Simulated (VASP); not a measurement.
## Al2O3: single point with PBEsol

The system is Al2O3.

```
Al O
1.0
     2.32372    1.34160    4.57586
    -2.32372    1.34160    4.57586
     0.00000   -2.68320    4.57586
Al O
4 6
Direct
  0.85204 0.85204 0.85204
  0.64796 0.64796 0.64796
  0.14796 0.14796 0.14796
  0.35204 0.35204 0.35204
  0.05586 0.44414 0.75000
  0.75000 0.05586 0.44414
  0.44414 0.75000 0.05586
  0.94414 0.55586 0.25000
  0.25000 0.94414 0.55586
  0.55586 0.25000 0.94414
```

```json
{
 "Program": "VASP 6.6.1",
 "Task": "single point",
 "Functional": "PBEsol",
 "Potentials or basis": "VASP PAW PBE potentials, release 64 (Al, O)",
 "Cutoff": "520 eV",
 "k mesh": "6 × 6 × 6",
 "Occupations": "gaussian, width 0.05 eV",
 "Spin": "no spin polarisation",
 "Dipole correction": "no",
 "Further INCAR settings": "ALGO = Normal; EDIFF = 1e-07; NBANDS = 35"
}
```

```yaml
Pressure: 1.5 GPa
Largest_force: 0.428 eV/Å
Band_gap_on_the_k_mesh: 5.72 eV
```

Forces in eV/Å, atoms in the order of the input:
```
Al   0.000  0.000 -0.428
Al   0.000  0.000  0.428
Al   0.000  0.000  0.428
Al   0.000  0.000 -0.428
O    0.179  0.000  0.000
O   -0.089  0.155  0.000
O   -0.089 -0.155  0.000
O   -0.179  0.000  0.000
O    0.089 -0.155  0.000
O    0.089  0.155  0.000
```

Stress tensor (GPa, compression positive):
```
 12.69   0.00   0.00
  0.00  12.69   0.00
  0.00   0.00 -20.76
```

Levels at points of the mesh, in eV from the valence-band top:
```
           k point  band 21  band 22  band 23  band 24  band 25  band 26  band 27  band 28
(0.00, 0.00, 0.00)    -0.52    -0.52     0.00     0.00     5.72     9.36    10.07    10.16
(0.50, 0.00, 0.00)    -1.11    -1.11    -0.59    -0.59     8.63     8.63     9.10     9.10
(0.50, 0.50, 0.00)    -1.21    -1.14    -0.96    -0.54     8.83     9.43     9.86     9.92
(0.50, 0.50, 0.50)    -0.29    -0.29    -0.29    -0.29     8.51     8.51    10.47    10.47
```

It took 3.5 min on 1 thread of AMD EPYC 7R13 (shared host), peak memory 0.23 GiB.

Caveat: the stress differs along the axes, from -21 to 13 GPa; the PAW data sets were made with another functional, which shifts forces and pressure a little. Expect the measured gap to be larger: semilocal functionals such as PBEsol lack the derivative discontinuity.
